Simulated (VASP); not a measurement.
The system is Nb.

```
Nb
1.0
    -1.66395    1.66395    1.66395
     1.66395   -1.66395    1.66395
     1.66395    1.66395   -1.66395
Nb
1
Direct
  0.00000 0.00000 0.00000
```

- Program: VASP 6.6.1
- Task: relaxation of cell and atoms
- Functional: PBE
- Dispersion: D3(BJ)
- Potentials or basis: VASP PAW PBE potentials, release 64 (Nb_sv)
- Cutoff: 500 eV
- k mesh: 11 × 11 × 11
- Occupations: fermi-dirac, width 0.05 eV
- Spin: no spin polarisation

At the start: pressure -8.9 GPa; volume 18.43 Å³/atom.

Where does the relaxation end?

Over 4 steps the energy falls by 27.7 meV/atom and the volume is 17.47 Å³/atom (-5.2 %); space group Im-3m (No. 229, to 0.05 Å).

The path:
| step | energy change (eV) | largest force (eV/Å) | pressure (GPa) | volume (Å³) |
| --- | --- | --- | --- | --- |
| 1 | 0.0000 | 0.0000 | -8.90 | 18.43 |
| 2 | 0.0702 | 0.0000 | 20.47 | 15.83 |
| 3 | -0.0277 | 0.0000 | -0.29 | 17.50 |
| 4 | -0.0277 | 0.0000 | -0.02 | 17.47 |

Final structure:
```cif
data_structure
_symmetry_space_group_name_H-M 'P 1'
_symmetry_Int_Tables_number 1
_cell_length_a 2.8311
_cell_length_b 2.8311
_cell_length_c 2.8311
_cell_angle_alpha 109.471
_cell_angle_beta 109.471
_cell_angle_gamma 109.471
_cell_volume 17.47
loop_
_atom_site_label
_atom_site_type_symbol
_atom_site_fract_x
_atom_site_fract_y
_atom_site_fract_z
_atom_site_occupancy
Nb1 Nb 0.00000 0.00000 0.00000 1
```

Caveat: pairwise dispersion overbinds metals, which lowers pressure and volume.
